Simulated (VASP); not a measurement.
Here is a VASP 6.6.1 calculation.

File INCAR:

```
SYSTEM = Na2MoH6
  PREC = Accurate
  ENCUT = 520
  EDIFF = 1E-6
  ISMEAR = 0
  SIGMA = 0.1
  LREAL = .FALSE.
  LASPH = .TRUE.
  NELM = 60
  ALGO = Normal
  ISIF = 2
  LWAVE = .FALSE.
  LCHARG = .FALSE.
  GGA = PE
  NBANDS = 27
```

The input KPOINTS:

```
regular mesh
0
G
  12 12 6
  0 0 0
```

POSCAR

```
Na2MoH6
1.0
    3.4282282653      0.0000000000      0.0000000000
    0.0000000000      3.4282282653      0.0000000000
    0.0000000000      0.0000000000      8.6140259650
Na H Mo
2 6 1
Direct
    0.5000000000      0.5000000000      0.3025128807
    0.5000000000      0.5000000000      0.6974871193
    0.5000000000      0.0000000000      0.0000000000
    0.5000000000      0.0000000000      0.5000000000
    0.0000000000      0.5000000000      0.0000000000
    0.0000000000      0.5000000000      0.5000000000
    0.0000000000      0.0000000000      0.2125256012
    0.0000000000      0.0000000000      0.7874743988
    0.0000000000      0.0000000000      0.0000000000
```

Potentials or basis: VASP PAW PBE potentials, release 64 (Na_pv, H, Mo_sv).

Command:

```sh
$ cat potpaw_PBE.64/Na_pv/POTCAR potpaw_PBE.64/H/POTCAR potpaw_PBE.64/Mo_sv/POTCAR > POTCAR
$ mpirun -np 1 vasp_std > vasp.out
```

(1) Estimate the pressure.

(2) What does it give for the band gap on the k mesh?

(3) Predict the largest force.

Answers

(1) -0.1 GPa.

(2) zero (bands 17 and 18 overlap by 1.45 eV).

(3) 0.013 eV/Å.

Caveat: the cell differs from its parent crystal (atoms taken out).
